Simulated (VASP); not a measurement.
Input of a VASP 6.6.1 run:

INCAR

```
PREC = Accurate
ENCUT = 520
EDIFF = 1E-7
ISMEAR = 0
SIGMA = 0.05
LREAL = F
LASPH = T
NELM = 80
ALGO = Normal
ISIF = 2
LWAVE = F
LCHARG = F
GGA = CA
NBANDS = 25
```

KPOINTS

```
regular mesh
0
Gamma
  6 6 6
```

File POSCAR:

```
BaLiF3
1.0
    3.7891525580      0.0000000000      0.0000000000
    0.0000000000      3.7891525580      0.0000000000
    0.0000000000      0.0000000000      3.9885816400
Ba Li F
1 1 3
Direct
    0.0000000000      0.0000000000      0.0000000000
    0.5000000000      0.5000000000      0.5000000000
    0.0000000000      0.5000000000      0.5000000000
    0.5000000000      0.5000000000      0.0000000000
    0.5000000000      0.0000000000      0.5000000000
```

Potentials or basis: VASP PAW LDA potentials, release 64 (Ba_sv, Li_sv, F).

Run with:

```console
$ cat potpaw_LDA.64/Ba_sv/POTCAR potpaw_LDA.64/Li_sv/POTCAR potpaw_LDA.64/F/POTCAR > POTCAR
$ mpirun -np 1 vasp_std > vasp.out
```

Estimate the band gap on the k mesh.

6.27 eV (least direct gap 6.28 eV).

Caveat: the cell differs from its parent crystal (strain -0.0500 x Voigt [1, 1, 0, 0, 0, 0]); spin-orbit coupling is left out, which moves the levels of the heavy elements. A k mesh can miss the band edges.
